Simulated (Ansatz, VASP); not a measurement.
## One calculation of Si, two programs

```
CELL_PARAMETERS angstrom
0.00000 2.82233 2.60627
2.67379 0.00000 2.60627
2.67379 2.82233 0.00000
ATOMIC_POSITIONS crystal
Si 0.50000 0.50000 0.50000
Si 0.75000 0.75000 0.75000
```

Change from the starting cell: strain +e along x and -e along y -0.0275, strain +e along z and -e/2 along x and y -0.0350.

Alike in both runs: task single point; functional LDA; k mesh 12 × 12 × 12; occupations gaussian, width 0.05 eV; no spin polarisation.

|  | VASP | Ansatz |
| --- | --- | --- |
| version | VASP 6.6.1 | Ansatz 0.2.0 |
| potentials or method | VASP PAW LDA potentials, release 64 (Si), cutoff 520 eV | scalar-relativistic, plane waves, PAW |
| valence electrons in the cell | 8 | 8 |

VASP gave:

| Property | Result |
| --- | --- |
| gap on the k mesh at the Fermi level (eV) | none |
| pressure (GPa) | 0.1 |
| traceless stress, the component that is largest in VASP (GPa) | -4.72 |

Q: Estimate Ansatz's values.

A: gap on the k mesh at the Fermi level (eV): none; pressure (GPa): 0.0; traceless stress, the component that is largest in VASP (GPa): -4.72.

Ansatz warns that its potentials were made for another functional, while VASP's fit it. LDA's correlation is that of Perdew and Zunger in VASP and of Perdew and Wang (1992) in Ansatz. A gap of «none» marks a metal or a gap that the smearing closes.
